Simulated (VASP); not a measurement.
**V: single point with LDA+U**

The system is V.

```
CELL_PARAMETERS angstrom
-1.51300 1.51300 1.51300
1.51300 -1.51300 1.51300
1.51300 1.51300 -1.51300
ATOMIC_POSITIONS crystal
V 0.00000 0.00000 0.00000
```

```yaml
Program: VASP 6.6.1
Task: single point
Functional: LDA
Potentials_or_basis: VASP PAW LDA potentials, release 64 (V_sv)
Cutoff: 500 eV
k_mesh: 6 × 6 × 6
Occupations: gaussian, width 0.1 eV
Spin: collinear spin, ferromagnetic start
Starting_moments: "[0.51] μB"
Hubbard_terms: V d U = 3.5 eV, J = 0.45 eV
```

```yaml
Pressure: -6.2 GPa
Net_moment: 0.78 μB per cell
Site_moments: V +0.67 μB
Valence_electrons_inside_the_program's_atomic_spheres: V 11.58
```

Levels at points of the mesh, in eV from the Fermi level:
Spin up:
| k point | band 3 | band 4 | band 5 | band 6 | band 7 | band 8 | band 9 | band 10 | band 11 | band 12 |
| --- | --- | --- | --- | --- | --- | --- | --- | --- | --- | --- |
| (0.00, 0.00, 0.00) | -37.68 | -37.68 | -7.09 | -0.44 | -0.44 | -0.44 | 2.34 | 2.34 | 19.72 | 19.72 |
| (0.50, 0.00, 0.00) | -37.94 | -37.68 | -3.62 | -1.88 | 1.01 | 2.07 | 2.68 | 3.10 | 9.15 | 15.17 |
| (0.50, 0.50, 0.50) | -38.25 | -38.25 | -2.92 | -2.92 | 2.73 | 2.73 | 2.73 | 9.26 | 9.26 | 9.26 |
Spin down:
```csv
k point,band 4,band 5,band 6,band 7,band 8,band 9
"(0.00, 0.00, 0.00)",-37.12,-6.71,0.94,0.94,0.94,2.51
"(0.50, 0.00, 0.00)",-37.12,-2.88,-0.58,1.38,2.62,2.87
"(0.50, 0.50, 0.50)",-37.69,-2.73,-2.73,4.16,4.16,4.16
```

Eigenvalues of the final occupation matrices:
| site | spin | trace | eigenvalues |
| --- | --- | --- | --- |
| site 1 d | 1 | 1.82 | 0.23 0.23 0.45 0.45 0.45 |
| site 1 d | 2 | 1.20 | 0.23 0.23 0.23 0.26 0.26 |

Wall time 14 s on 1 thread of AMD EPYC 7R13, on a shared host, peak memory 0.09 GiB.

Caveat: the k points lie up to 0.49 Å⁻¹ apart; the U is typed as a test and isn't derived for this compound. The state reached can hang on the start; a lower one may exist.
